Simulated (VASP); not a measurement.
Here is a VASP 6.6.1 calculation.

Contents of INCAR:

```
PREC     = Accurate       # precision mode
ENCUT    = 520            # plane-wave cutoff, eV
EDIFF    = 1E-6           # SCF threshold, eV
ISMEAR   = -1             # smearing method
SIGMA    = 0.13605693000000002 # smearing width, eV
LREAL    = False          # projectors in reciprocal space
LASPH    = True           # aspherical terms in the spheres
NELM     = 80             # most SCF steps
ALGO     = Normal         # electronic algorithm
ISIF     = 2              # what is computed and relaxed
LWAVE    = False          # write WAVECAR
LCHARG   = False          # write CHGCAR
GGA      = PE             # functional
NBANDS   = 9              # bands
```

KPOINTS

```
regular mesh
0
Gamma
  10 10 10
```

POSCAR

```
Te
1.0
    3.2051998791      0.0000000000      0.0000000000
    0.0000000000      3.2051998791      0.0000000000
    0.0000000000      0.0000000000      3.2051998791
Te
1
Direct
    0.0000000000      0.0000000000      0.0000000000
```

Potentials or basis: VASP PAW PBE potentials, release 64 (Te).

The run is started by

```bash
$ cat potpaw_PBE.64/Te/POTCAR > POTCAR
$ mpirun -np 1 vasp_std > vasp.out
```

(1) Estimate the band gap on the k mesh.

(2) What does it give for the pressure?

Answers

(1) zero (band 3 reaches 8.87 eV, above the bottom of band 4 at 3.41 eV).

(2) -0.2 GPa.

Caveat: spin-orbit coupling is left out, which moves the levels of the heavy elements.
